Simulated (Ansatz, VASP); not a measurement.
# One calculation of HgTe, two programs

Contents of INCAR:

```
PREC     = Accurate       # precision mode
ENCUT    = 500            # plane-wave cutoff, eV
EDIFF    = 1E-6           # SCF threshold, eV
ISMEAR   = -1             # smearing method
SIGMA    = 0.08           # smearing width, eV
LREAL    = F              # projectors in reciprocal space
LASPH    = T              # aspherical terms in the spheres
NELM     = 120            # most SCF steps
ALGO     = Normal         # electronic algorithm
ISIF     = 2              # what is computed and relaxed
LWAVE    = F              # write WAVECAR
LCHARG   = T              # write CHGCAR
LELF     = T              # ELF
LVHAR    = T            
NBANDS   = 16             # bands
GGA_COMPAT= F
```

File KPOINTS:

```
regular mesh
0
Gamma
  10 10 10
```

POSCAR

```
HgTe
1.0
    0.0000000000      2.9215000000      2.9799300000
    2.9215000000      0.0000000000      2.9799300000
    2.9215000000      2.9215000000      0.0000000000
Hg Te
1 1
Direct
    0.0000000000      0.0000000000      0.0000000000
    0.5000000000      0.5000000000      0.5000000000
```

Input for Ansatz:

```yaml
crystal:
  lattice:
    - [0.0, 2.9215, 2.97993]
    - [2.9215, 0.0, 2.97993]
    - [2.9215, 2.9215, 0.0]
  atoms:
    - { symbol: Hg, position: [0.0, 0.0, 0.0] }
    - { symbol: Te, position: [0.5, 0.5, 0.5] }
kpoints:
  mp_grid: { grid: [10, 10, 10] }
  band_path:
    path:
      - [0.0, 0.0, 0.0]
      - [0.0, 0.5, 0.5]
      - [0.25, 0.75, 0.5]
      - [0.0, 0.5, 0.0]
      - [0.0, 0.0, 0.0]
      - [0.5, 0.5, 0.0]
      - [0.3701460977, 0.6298539023, 0.0]
      - [-0.3701460977, 0.3701460977, 0.0]
      - [0.0, 0.0, 0.0]
    npoints: 5
scf:
  occupations: { method: fermi_dirac, width: 0.08 }
hamiltonian:
  xc: lda
  pseudopotentials: { kind: all_electron, lapw: { basis_error: 0.001 } }
output:
  forces: true
  stress: true
  eigenvalues: true
```

Change from the starting cell: zz strain of +2 %.

Alike in both runs: task single point; functional LDA; k mesh 10 × 10 × 10; occupations fermi-dirac, width 0.08 eV; no spin polarisation.

```csv
,VASP,Ansatz
version,VASP 6.6.1,Ansatz 0.2.0
potentials or method,"VASP PAW LDA potentials, release 64 (Hg, Te), cutoff 500 eV","all-electron LAPW, scalar-relativistic"
```

```tsv
	VASP	Ansatz	Ansatz less VASP
pressure (GPa)	2.8	2.3	-0.50
traceless stress, the component that is largest in VASP (GPa)	-1.49	-1.43	+0.059
```

LDA's correlation is that of Perdew and Zunger in VASP and of Perdew and Wang (1992) in Ansatz. Ansatz ran all-electron here, and VASP with PAW potentials.

Neither program's run includes spin-orbit coupling.
